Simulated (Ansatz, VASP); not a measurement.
**One calculation of Mo, two programs**

```
Mo
1.0
    -1.58022    1.62763    1.58022
     1.58022   -1.62763    1.58022
     1.58022    1.62763   -1.58022
Mo
1
Direct
  0.00000 0.00000 0.00000
```

Change from the starting cell: strain +0.0300 x Voigt [0, 1, 0, 0, 0, 0], atoms carried along.

Alike in both runs: task single point; functional PBE; k mesh 26 × 26 × 26; occupations gaussian, width 0.15 eV; no spin polarisation.

```csv
,VASP,Ansatz
version,VASP 6.6.1,Ansatz 0.2.0
potentials or method,"VASP PAW PBE potentials, release 64 (Mo_sv), cutoff 520 eV","scalar-relativistic, plane waves, PAW"
valence electrons in the cell,14,14
```

Ansatz gave:

```
gap on the k mesh at the Fermi level (eV)                     : none
pressure (GPa)                                                : -7.0
traceless stress, the component that is largest in VASP (GPa) : -5.51
```

Estimate VASP's values.

gap on the k mesh at the Fermi level (eV): none; pressure (GPa): -6.5; traceless stress, the component that is largest in VASP (GPa): -5.50.

A gap of «none» marks a metal or a gap that the smearing closes. With one functional, cell and mesh, what is left measures potentials, basis and numerics.
